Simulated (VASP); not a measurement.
# PbF2: single point with r2SCAN

Crystal: PbF2.

```xyz
3
Lattice="0.0000 3.0536 2.8093 3.0536 0.0000 2.8093 3.0536 3.0536 0.0000" Properties=species:S:1:pos:R:3 pbc="T T T"
Pb    0.0000    0.0000    0.0000
F     1.5268    1.5268    1.4046
F     4.5803    4.5803    4.2139
```

This cell differs from its parent crystal: ratio of the length along z to the lengths across it x 0.92, volume and fractional coordinates fixed.

```
Program             : VASP 6.6.1
Task                : single point
Functional          : r2SCAN
Potentials or basis : VASP PAW PBE potentials, release 64 (Pb_d, F)
Cutoff              : 520 eV
k mesh              : 8 × 8 × 8
Occupations         : gaussian, width 0.05 eV
Spin                : no spin polarisation
```

```json
{"Pressure": "-1.0 GPa", "Band gap on the k mesh": "4.56 eV (least direct gap 4.96 eV)"}
```

Stress tensor (GPa, compression positive):
```
-2.52  0.00  0.00
 0.00 -2.52  0.00
 0.00  0.00  2.06
```

Levels at points of the mesh, in eV from the valence-band top:
```tsv
k point	band 12	band 13	band 14	band 15	band 16	band 17
(0.00, 0.00, 0.00)	-2.41	-2.41	-1.83	6.89	7.29	7.29
(0.50, 0.00, 0.00)	-2.45	-2.35	-0.22	5.13	7.99	8.13
(0.50, 0.50, 0.00)	-1.89	-1.54	-0.64	4.62	8.17	8.17
(0.50, 0.00, 0.50)	-1.91	-1.54	-0.17	4.80	7.96	8.56
```

It took 5.2 min on 1 thread of AMD EPYC 7R43 64-Core Processor (Zen 3), with other jobs on the host, peak memory 0.18 GiB.

Caveat: the PAW data sets were made with another functional, which shifts forces and pressure a little; spin-orbit coupling is left out, which moves the levels of the heavy elements. A k mesh can miss the band edges.
